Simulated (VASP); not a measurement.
Input of a VASP 6.6.1 run:

INCAR

```
ALGO = Normal
EDIFF = 1E-7
ENCUT = 520
GGA = PE
ISIF = 2
ISMEAR = -1
ISPIN = 2
LASPH = True
LCHARG = False
LMAXMIX = 4
LORBIT = 11
LREAL = False
LWAVE = False
MAGMOM = 1.2 1.2
NBANDS = 23
NELM = 150
NUPDOWN = 2.4
PREC = Accurate
SIGMA = 0.05
```

KPOINTS

```
k-points
0
Gamma
  10 10 7
```

POSCAR

```
HfMo
1.0
    1.6712035000     -2.4724670000      0.0000000000
    1.6712035000      2.4724670000      0.0000000000
    0.0000000000      0.0000000000      4.4470110000
Hf Mo
1 1
Direct
    0.0000000000      0.0000000000      0.0000000000
    0.5000000000      0.5000000000      0.5000000000
```

Potentials or basis: VASP PAW PBE potentials, release 64 (Hf_pv, Mo_sv).

Launch:

```console
$ cat potpaw_PBE.64/Hf_pv/POTCAR potpaw_PBE.64/Mo_sv/POTCAR > POTCAR
$ mpirun -np 1 vasp_std > vasp.out
```

**Question.** Estimate the pressure.

**Answer.** 6.9 GPa.

Stress tensor (GPa, compression positive):
```
 7.82  0.00  0.00
 0.00  1.39  0.00
 0.00  0.00 11.48
```

Caveat: the stress differs along the axes, from 1 to 11 GPa; the total moment is fixed, so each spin has its own Fermi level and the state may be an excited one.
